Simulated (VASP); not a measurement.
Input of a VASP 6.6.1 run:

File INCAR:

```
PREC     = Accurate       # precision mode
ENCUT    = 600            # plane-wave cutoff, eV
EDIFF    = 1E-7           # SCF threshold, eV
ISMEAR   = 0              # smearing method
SIGMA    = 0.1            # smearing width, eV
LREAL    = F              # projectors in reciprocal space
LASPH    = T              # aspherical terms in the spheres
NELM     = 150            # most SCF steps
ALGO     = Fast           # electronic algorithm
ISIF     = 3              # what is computed and relaxed
LWAVE    = F              # write WAVECAR
LCHARG   = F              # write CHGCAR
ISPIN    = 2              # spin polarisation
MAGMOM   = 3.01           # initial moments
LORBIT   = 11             # projections on sites
LMAXMIX  = 4              # l up to which the mixer works
GGA      = PE             # functional
IBRION   = 2              # ionic algorithm
NSW      = 80             # ionic steps
EDIFFG   = -0.01          # ionic threshold
```

Contents of KPOINTS:

```
regular mesh
0
Gamma
  20 20 20
```

Contents of POSCAR:

```
Fe
1.0
    0.0000000000      1.8344289553      1.8344289553
    1.8344289553      0.0000000000      1.8344289553
    1.8344289553      1.8344289553      0.0000000000
Fe
1
Direct
    0.0000000000      0.0000000000      0.0000000000
```

Potentials or basis: VASP PAW PBE potentials, release 64 (Fe).

Run with:

```console
$ cat potpaw_PBE.64/Fe/POTCAR > POTCAR
$ mpirun -np 1 vasp_std > vasp.out
```

Task: Estimate the relaxed cell.

Result: a = 2.573 Å, b = 2.573 Å, c = 2.573 Å, α = 60.00°, β = 60.00°, γ = 60.00°.

Task: Predict the space group after relaxing (to 0.05 Å).

Result: Fm-3m (No. 225).

Final structure:
```
Fe
1.0
     0.00000    1.81911    1.81911
     1.81911    0.00000    1.81911
     1.81911    1.81911    0.00000
Fe
1
Direct
  0.00000 0.00000 0.00000
```
